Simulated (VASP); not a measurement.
Write the native input for VASP 6.6.1 that does the following.

```
Task                   : single point
Functional             : BLYP
Dispersion             : D3(BJ)
Potentials or basis    : VASP PAW PBE potentials, release 64 (As, Ga_d)
Cutoff                 : 520 eV
k mesh                 : 6 × 6 × 6
Occupations            : gaussian, width 0.15 eV
Spin                   : non-collinear spin, typed start
Starting moments       : [[0.0, 0.0, 0.5], [0.0, 0.0, 0.0]] μB
Dipole correction      : no
Further INCAR settings : ALGO = Normal; EDIFF = 1e-06; NBANDS = 30
```

The structure of GaAs lies in POSCAR:

```
GaAs
1.0
    0.0000000000      2.7691429914      2.7691429914
    2.7691429914      0.0000000000      2.7691429914
    2.7691429914      2.7691429914      0.0000000000
As Ga
1 1
Direct
    0.7500000000      0.7500000000      0.7500000000
    0.0000000000      0.0000000000      0.0000000000
```

The input as run:

INCAR

```
PREC = Accurate
ENCUT = 520
EDIFF = 1E-6
ISMEAR = 0
SIGMA = 0.15
LREAL = False
LASPH = True
NELM = 150
ALGO = Normal
ISIF = 2
LWAVE = False
LCHARG = True
LNONCOLLINEAR = True
MAGMOM = 0 0 0.5 0 0 0
LORBIT = 11
GGA = B5
ALDAX = 1.0
AGGAX = 1.0
AGGAC = 1.0
ALDAC = 0.0
IVDW = 12
VDW_S6 = 1.0
VDW_S8 = 2.6996
VDW_A1 = 0.4298
VDW_A2 = 4.2359
LVHAR = True
NBANDS = 30
```

KPOINTS

```
regular mesh
0
Gamma
  6 6 6
```

Potentials or basis: VASP PAW PBE potentials, release 64 (As, Ga_d).

Command:

```bash
$ cat potpaw_PBE.64/As/POTCAR potpaw_PBE.64/Ga_d/POTCAR > POTCAR
$ mpirun -np 1 vasp_ncl > vasp.out
```

Results of the run:

```yaml
Pressure: 6.5 GPa
Band_gap_on_the_k_mesh: 0.88 eV
Net_moment: 0.00 μB per cell
Valence_electrons_inside_the_program's_atomic_spheres: As 2.92; Ga 11.77
Dispersion_energy_per_atom: -0.799 eV
```

Caveat: the cell stands under pressure; the PAW data sets were made with another functional, which shifts forces and pressure a little.

It took 84 s on 1 thread of Intel(R) Xeon(R) 6975P-C (Granite Rapids) (shared host), peak memory 0.34 GiB.
